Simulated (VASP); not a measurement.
Ni:

```
Ni
1.0
     0.00000    1.76194    1.76194
     1.76194    0.00000    1.76194
     1.76194    1.76194    0.00000
Ni
1
Direct
  0.00000 0.00000 0.00000
```

- Program: VASP 6.6.1
- Task: relaxation of cell and atoms
- Functional: PBEsol
- Potentials or basis: VASP PAW PBE potentials, release 64 (Ni)
- Cutoff: 600 eV
- k mesh: 16 × 16 × 16
- Occupations: fermi-dirac, width 0.05 eV
- Spin: collinear spin, ferromagnetic start
- Starting moments: [1.5] μB

At the start: pressure -10.7 GPa; volume 10.94 Å³/atom.

How do energy, volume and symmetry change on relaxing?

Over 6 steps the energy falls by 20.3 meV/atom and the volume is 10.37 Å³/atom (-5.2 %); space group Fm-3m (No. 225, to 0.05 Å); moment 0.59 μB per cell.

Step by step:
```csv
step,energy change (eV),largest force (eV/Å),pressure (GPa),volume (Å³)
1,0.0000,0.0000,-10.73,10.94
2,0.0025,0.0000,14.16,9.82
3,-0.0203,0.0000,-0.11,10.37
4,-0.0203,0.0000,0.13,10.36
5,-0.0203,0.0000,-0.06,10.37
6,-0.0203,0.0000,-0.02,10.37
```

Final structure:
```
Ni
1.0
     0.00000    1.73064    1.73064
     1.73064    0.00000    1.73064
     1.73064    1.73064    0.00000
Ni
1
Cartesian
  1.7306 1.7306 0.0000
```

Caveat: the PAW data sets were made with another functional, which shifts forces and pressure a little.
